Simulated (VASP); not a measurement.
ReOs, 2 atoms in the cell. Symmetry: P-6m2, No. 187, hexagonal system. The conventional cell has a = 2.846 Å, b = 2.846 Å, c = 4.524 Å, α = 90.00°, β = 90.00°, γ = 120.00°. Within 3.7 Å of Re (site symmetry -6m2) lie 6 Os at 2.80 Å and 6 Re at 2.85 Å. Os (site symmetry -6m2) has 6 Re at 2.80 Å and 6 Os at 2.85 Å within 3.7 Å. 

```yaml
Program: VASP 6.6.1
Task: single point
Functional: PBEsol
Potentials_or_basis: VASP PAW PBE potentials, release 64 (Re, Os)
Cutoff: 520 eV
k_mesh: 12 × 12 × 7
Occupations: methfessel-paxton, width 0.05 eV
Spin: no spin polarisation
Dipole_correction: no
Further_INCAR_settings: ALGO = Normal; EDIFF = 1e-07; NBANDS = 14
```

Potentials or basis: VASP PAW PBE potentials, release 64 (Re, Os).

The run is started by

```console
$ cat potpaw_PBE.64/Re/POTCAR potpaw_PBE.64/Os/POTCAR > POTCAR
$ mpirun -np 1 vasp_std > vasp.out
```

Hardware: 1 thread of Intel Xeon 8259CL, on a shared host.

**Question.** Estimate the wall time of this run.

**Answer.** Wall time 64 s on 1 thread of Intel Xeon 8259CL, with other jobs on the host, peak memory 0.18 GiB. Counts: scf iterations 15, k points 76.
